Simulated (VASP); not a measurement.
# H6Rh (F-43m) in VASP: further runs

Runs on H6Rh. Level: PBE. Tasks: single point, relaxation of cell and atoms.

All numbers are computed with VASP 6.6.1; they aren't measurements. Logs are shortened: lines on timing, memory, paths and dates and some standing lists are left out, and cuts for length are marked.

### 1 The cell of the first run

The structure is cubic, space group F-43m (No. 216). Conventional cell: a = 5.754 Å, b = 5.754 Å, c = 5.754 Å, α = 90.00°, β = 90.00°, γ = 90.00°. Within 2.0 Å of H (site symmetry 3m) lie 3 H at 1.54 Å and 1 Rh at 1.55 Å. H (site symmetry -43m) has 16 H at 2.46 to 2.49 Å and 4 Rh at 2.49 Å within 3.2 Å. Within 3.1 Å of H (site symmetry -43m) lie 16 H at 2.35 to 2.49 Å and 6 Rh at 2.88 Å. Rh (site symmetry -43m) has 4 H at 1.55 Å within 2.1 Å.

### 2 Single point, PBE

INCAR

```
SYSTEM = H6Rh
  PREC = Accurate
  ENCUT = 520
  EDIFF = 1E-6
  ISMEAR = 0
  SIGMA = 0.1
  LREAL = .FALSE.
  LASPH = .TRUE.
  NELM = 100
  ALGO = Normal
  ISIF = 2
  LWAVE = .FALSE.
  LCHARG = .FALSE.
  GGA = PE
  NBANDS = 20
```

KPOINTS

```
Automatic mesh
0
G
  12 12 12
  0 0 0
```

POSCAR

```
H6Rh
1.0
    0.0000000000      2.8770612605      2.8770612605
    2.8770612605      0.0000000000      2.8770612605
    2.8770612605      2.8770612605      0.0000000000
H Rh
6 1
Direct
    0.8444421813      0.4666734560      0.8444421813
    0.8444421813      0.8444421813      0.8444421813
    0.4666734560      0.8444421813      0.8444421813
    0.8444421813      0.8444421813      0.4666734560
    0.2500000000      0.2500000000      0.2500000000
    0.5000000000      0.5000000000      0.5000000000
    0.0000000000      0.0000000000      0.0000000000
```

Potentials or basis: VASP PAW PBE potentials, release 64 (H, Rh_pv).

The run is started by

```console
> cat potpaw_PBE.64/H/POTCAR potpaw_PBE.64/Rh_pv/POTCAR > POTCAR
> mpirun -np 1 vasp_std > vasp.out
```

OUTCAR:

```text
SYSTEM = H6Rh
   PREC = Accurate
   ENCUT = 520
   EDIFF = 1E-6
   ISMEAR = 0
   LREAL = .FALSE.
   LASPH = .TRUE.
   NELM = 100
   ISIF = 2
   GGA = PE

 ion  position               nearest neighbor table
   1  0.844  0.467  0.844-   7 1.55
   2  0.844  0.844  0.844-   7 1.55
   3  0.467  0.844  0.844-   7 1.55
   4  0.844  0.844  0.467-   7 1.55
   5  0.250  0.250  0.250-
   6  0.500  0.500  0.500-
   7  0.000  0.000  0.000-   1 1.55   3 1.55   4 1.55   2 1.55

  LATTYP: Found a face centered cubic cell.
 ALAT       =     5.7541225210

  Lattice vectors:

 A1 = (   0.0000000000,   2.8770612605,   2.8770612605)
 A2 = (   2.8770612605,   0.0000000000,   2.8770612605)
 A3 = (   2.8770612605,   2.8770612605,   0.0000000000)

Analysis of symmetry for initial positions (statically):
=====================================================================
 Subroutine PRICEL returns:
 Original cell was already a primitive cell.

 Routine SETGRP: Setting up the symmetry group for a
 face centered cubic supercell.

 Subroutine GETGRP returns: Found 24 space group operations
 (whereof 24 operations were pure point group operations)
 out of a pool of 48 trial point group operations.

The static configuration has the point symmetry T_d .

Analysis of symmetry for dynamics (positions and initial velocities):
=====================================================================
 Subroutine PRICEL returns:
 Original cell was already a primitive cell.

 Routine SETGRP: Setting up the symmetry group for a
 face centered cubic supercell.

 Subroutine GETGRP returns: Found 24 space group operations
 (whereof 24 operations were pure point group operations)
 out of a pool of 48 trial point group operations.

The dynamic configuration has the point symmetry T_d .

 Subroutine INISYM returns: Found 24 space group operations
 (whereof 24 operations are pure point group operations),
 and found     1 'primitive' translations

----------------------------------------------------------------------------------------

                                     Primitive cell

  volume of cell :      47.6296

  direct lattice vectors                    reciprocal lattice vectors
     0.000000000  2.877061261  2.877061261    -0.173788444  0.173788444  0.173788444
     2.877061261  0.000000000  2.877061261     0.173788444 -0.173788444  0.173788444
     2.877061261  2.877061261  0.000000000     0.173788444  0.173788444 -0.173788444

  length of vectors
     4.068779054  4.068779054  4.068779054     0.301010415  0.301010415  0.301010415

  position of ions in fractional coordinates (direct lattice)
     0.844442181  0.466673456  0.844442181
     0.844442181  0.844442181  0.844442181
     0.466673456  0.844442181  0.844442181
     0.844442181  0.844442181  0.466673456
     0.250000000  0.250000000  0.250000000
     0.500000000  0.500000000  0.500000000
     0.000000000  0.000000000  0.000000000

  ion indices of the primitive-cell ions
   primitive index   ion index
                 1           1
                 2           2
                 3           3
                 4           4
                 5           5
                 6           6
                 7           7

----------------------------------------------------------------------------------------

 KPOINTS: Automatic mesh

Automatic generation of k-mesh.
 Grid dimensions read from file:
 generate k-points for:   12   12   12

 Generating k-lattice:

  Cartesian coordinates                     Fractional coordinates (reciprocal lattice)
    -0.014482370  0.014482370  0.014482370     0.083333333  0.000000000  0.000000000
     0.014482370 -0.014482370  0.014482370     0.000000000  0.083333333  0.000000000
     0.014482370  0.014482370 -0.014482370     0.000000000  0.000000000  0.083333333

  Length of vectors
     0.025084201  0.025084201  0.025084201

  Shift w.r.t. Gamma in fractional coordinates (k-lattice)
     0.000000000  0.000000000  0.000000000

 Subroutine IBZKPT returns following result:
 ===========================================

 Found     72 irreducible k-points:

 Following reciprocal coordinates:
            Coordinates               Weight
  0.000000  0.000000  0.000000      1.000000
  0.083333  0.000000  0.000000      8.000000
  0.166667  0.000000  0.000000      8.000000
  0.250000  0.000000  0.000000      8.000000
  0.333333  0.000000  0.000000      8.000000
  0.416667  0.000000  0.000000      8.000000
[... 16 lines left out ...]
  0.500000  0.166667  0.000000     24.000000
 -0.416667  0.166667  0.000000     24.000000
 [... further k-points ...]
   k-points           NKPTS =     72   k-points in BZ     NKDIM =     72   number of bands    NBANDS=     20
   number of dos      NEDOS =    301   number of ions     NIONS =      7
   total plane-waves  NPLWV =  27000
   dimension x,y,z NGX =    30 NGY =   30 NGZ =   30
   dimension x,y,z NGXF=    60 NGYF=   60 NGZF=   60
   ions per type =               6   1
   NGX,Y,Z   is equivalent  to a cutoff of  12.26, 12.26, 12.26 a.u.
   NGXF,Y,Z  is equivalent  to a cutoff of  24.52, 24.52, 24.52 a.u.
 SYSTEM =  H6Rh
   PREC   = accura    normal or accurate (medium, high low for compatibility)
   ISTART =      0    job   : 0-new  1-cont  2-samecut
   ICHARG =      2    charge: 1-file 2-atom 10-const
   ISPIN  =      1    spin polarized calculation?
   LNONCOLLINEAR =      F non collinear calculations
   LSORBIT =      F    spin-orbit coupling
   LASPH  =      T    aspherical Exc in radial PAW
   ENCUT  =  520.0 eV  38.22 Ry    6.18 a.u.   7.57  7.57  7.57*2*pi/ulx,y,z
   NELM   =    100;   NELMIN=  2; NELMDL= -5     # of ELM steps
   EDIFF  = 0.1E-05   stopping-criterion for ELM
   LREAL  =      F    real-space projection
   EDIFFG = 0.1E-04   stopping-criterion for IOM
   NSW    =      0    number of steps for IOM
   IBRION =     -1    ionic relax: 0-MD 1-quasi-New 2-CG
   NFREE  =      0    steps in history (QN), initial steepest desc. (CG)
   ISIF   =      2    stress and relaxation
   ISYM   =      2    0-nonsym 1-usesym 2-fastsym
   POTIM  = 0.5000    time-step for ionic-motion
   TEBEG  =    0.0;   TEEND  =   0.0 temperature during run
   PSTRESS=    0.0 pullay stress
   NELECT =      21.0000    total number of electrons
   NUPDOWN=      -1.0000    fix difference up-down
   EMIN   =  10.00;   EMAX   =-10.00  energy-range for DOS
   EFERMI =   0.00;   METHOD = LEGACY
   ISMEAR =     0;   SIGMA  =   0.10  broadening in eV -4-tet -1-fermi 0-gaus
   EFERMI_NEDOS =   21; number of points for ismear=-14 and -15
   IALGO  =     38    algorithm
   IMIX   =      4    mixing-type and parameters
     AMIX     =   0.40;   BMIX     =  1.00
     AMIX_MAG =   1.60;   BMIX_MAG =  1.00
  volume/ion in A,a.u.               =       6.80        45.92
  Fermi-wavevector in a.u.,A,eV,Ry     =   1.246012  2.354621 21.123663  1.552545
  Thomas-Fermi vector in A             =   2.380208
   LORBIT       =      0    0 simple, 1 ext, 2 COOP (PROOUT), +10 PAW based schemes
   GGA     = PE    functional components
   LHFCALC =     F    Hartree Fock is set to
   AEXX    =    0.0000 exact exchange contribution
   IVDW    =     0    specifies the selected vdW correction
   LEPSILON=     F    determine dielectric tensor
   LRPA    =     F    only Hartree local field effects (RPA)
 non-spin polarized calculation
 Gauss-broadening in eV      SIGMA  =   0.10
  energy-cutoff  :      520.00
  volume of cell :       47.63
 maximum number of plane-waves:      1303
   NGX = 15   NGY = 15   NGZ = 15

 number of electron      21.0000003 magnetization

 Free energy of the ion-electron system (eV)
  ---------------------------------------------------
  ext. energy  EPLUGINS =         0.00000000
  ---------------------------------------------------
  free energy    TOTEN  =       -21.16707728 eV

  energy without entropy =      -21.15280549  energy(sigma->0) =      -21.15994139

 E-fermi :   2.3346     XC(G=0): -10.0635

 val. band max:        2.3341367040   @ k =  -0.4167   0.1667   0.0000
 cond. band min:       2.3664328240   @ k =  -0.4167   0.1667   0.0833
 fundamental gap:      0.0322961200
 Fermi energy:         2.3346100748

 k-point     1 :       0.0000    0.0000    0.0000
  band No.  band energies     occupation
      1     -44.2445      2.00000
      2     -44.2445      2.00000
      3     -44.2445      2.00000
      4      -7.5682      2.00000
      5      -2.2008      2.00000
      6      -2.2008      2.00000
[... 12 lines left out ...]
     19      14.1421      0.00000
     20      14.1421      0.00000

 k-point     2 :       0.0833    0.0000    0.0000
  band No.  band energies     occupation
      1     -44.2449      2.00000
      2     -44.2446      2.00000
      3     -44.2446      2.00000
      4      -7.4925      2.00000
      5      -2.3100      2.00000
      6      -2.1809      2.00000
[... 12 lines left out ...]
     19      14.1132      0.00000
     20      14.1132      0.00000

 k-point     3 :       0.1667    0.0000    0.0000
  band No.  band energies     occupation
      1     -44.2460      2.00000
      2     -44.2448      2.00000
      3     -44.2448      2.00000
      4      -7.2756      2.00000
      5      -2.5511      2.00000
      6      -2.1260      2.00000
[... 12 lines left out ...]
     19      14.1739      0.00000
     20      14.4165      0.00000

 k-point     4 :       0.2500    0.0000    0.0000
  band No.  band energies     occupation
      1     -44.2475      2.00000
      2     -44.2450      2.00000
      3     -44.2450      2.00000
      4      -6.9519      2.00000
      5      -2.7788      2.00000
      6      -2.0517      2.00000
[... 429 lines left out ...]
 k-point    23 :       0.5000    0.1667    0.0000
  band No.  band energies     occupation
      1     -44.2500      2.00000
      2     -44.2464      2.00000
      3     -44.2459      2.00000
      4      -6.1082      2.00000
      5      -2.6856      2.00000
      6      -1.9453      2.00000
[... 12 lines left out ...]
     19      17.2398      0.00000
     20      17.5418      0.00000

 k-point    24 :      -0.4167    0.1667    0.0000
  band No.  band energies     occupation
      1     -44.2500      2.00000
      2     -44.2466      2.00000
      3     -44.2457      2.00000
      4      -6.0812      2.00000
      5      -2.5934      2.00000
      6      -1.9759      2.00000
[... 12 lines left out ...]
     19      16.0921      0.00000
     20      18.0123      0.00000

 [... further k-points ...]
[... 5 lines left out ...]
  --------------------------------------------------------------------------------------
  -------------------------------------------------------------------------------------
  Total       -0.0513793     -0.0513793     -0.0513793      0.0000000      0.0000000      0.0000000
  in kB       -1.7283108     -1.7283108     -1.7283108      0.0000000      0.0000000      0.0000000
  external PRESSURE =      -1.7283108 kB  Pullay stress =       0.0000000 kB

 VOLUME and BASIS-vectors are now :
 -----------------------------------------------------------------------------
  energy-cutoff  :      520.00
  volume of cell :       47.63
      direct lattice vectors                 reciprocal lattice vectors
     0.000000000  2.877061261  2.877061261    -0.173788444  0.173788444  0.173788444
     2.877061261  0.000000000  2.877061261     0.173788444 -0.173788444  0.173788444
     2.877061261  2.877061261  0.000000000     0.173788444  0.173788444 -0.173788444

 POSITION                                       TOTAL-FORCE (eV/Angst)
 -----------------------------------------------------------------------------------
      3.77216      4.85902      3.77216         0.014133     -0.014133      0.014133
      4.85902      4.85902      4.85902        -0.014133     -0.014133     -0.014133
      4.85902      3.77216      3.77216        -0.014133      0.014133      0.014133
      3.77216      3.77216      4.85902         0.014133      0.014133     -0.014133
      1.43853      1.43853      1.43853         0.000000      0.000000      0.000000
      2.87706      2.87706      2.87706         0.000000      0.000000      0.000000
      0.00000      0.00000      0.00000         0.000000      0.000000      0.000000
 -----------------------------------------------------------------------------------
    total drift:                               -0.000000     -0.000000     -0.000000

  FREE ENERGIE OF THE ION-ELECTRON SYSTEM (eV)
  ---------------------------------------------------
  free  energy   TOTEN  =       -21.1670772810 eV

  energy  without entropy=      -21.1528054947  energy(sigma->0) =      -21.15994139
```

Run time: 32 s. Hardware: 1 thread of Intel Xeon 6975P-C (Granite Rapids), shared host; peak memory 0.2 GiB.

Results:

- Free energy: -21.1671 eV
- Pressure: -0.2 GPa
- Largest force: 0.024 eV/Å

Forces on the atoms (eV/Å):
```
H    0.014 -0.014  0.014
H   -0.014 -0.014 -0.014
H   -0.014  0.014  0.014
H    0.014  0.014 -0.014
H    0.000  0.000  0.000
H    0.000  0.000  0.000
Rh   0.000  0.000  0.000
```

### 3 Single point, PBE

INCAR

```
PREC = Accurate ; ENCUT = 520
EDIFF = 1E-6 ; ISMEAR = 0
SIGMA = 0.1 ; LREAL = F
LASPH = T ; NELM = 100
ALGO = Normal ; ISIF = 2
LWAVE = F ; LCHARG = F
GGA = PE ; NBANDS = 20
```

KPOINTS

```
Automatic mesh
0
Gamma
  12 12 12
```

POSCAR is that of step 2.

Potentials or basis: VASP PAW PBE potentials, release 64 (H, Rh_pv).

The run is started by

```console
> cat potpaw_PBE.64/H/POTCAR potpaw_PBE.64/Rh_pv/POTCAR > POTCAR
> mpirun -np 1 vasp_std > vasp.out
```

Wall time 33 s (1 thread of Intel Xeon 6975P-C (Granite Rapids), shared host); peak memory 0.2 GiB.

Results (log left out):

```yaml
Free_energy: -21.1671 eV
Pressure: -0.2 GPa
Largest_force: 0.024 eV/Å
```

Forces in eV/Å, atoms in the order of the input:
```
H    0.014 -0.014  0.014
H   -0.014 -0.014 -0.014
H   -0.014  0.014  0.014
H    0.014  0.014 -0.014
H    0.000  0.000  0.000
H    0.000  0.000  0.000
Rh   0.000  0.000  0.000
```

Levels at points of the mesh, in eV from the Fermi level:
| k point | band 6 | band 7 | band 8 | band 9 | band 10 | band 11 | band 12 | band 13 | band 14 | band 15 |
| --- | --- | --- | --- | --- | --- | --- | --- | --- | --- | --- |
| (0.00, 0.00, 0.00) | -4.54 | -4.54 | -2.00 | -2.00 | -1.25 | 1.33 | 4.84 | 4.84 | 4.84 | 8.97 |
| (0.50, 0.00, 0.00) | -4.24 | -4.24 | -2.71 | -2.03 | -2.03 | -0.11 | 3.23 | 3.30 | 3.30 | 9.46 |
| (0.50, 0.50, 0.00) | -3.90 | -3.90 | -3.74 | -1.93 | -1.75 | 0.60 | 1.46 | 1.46 | 1.84 | 11.89 |

[end of part 1 of 2]
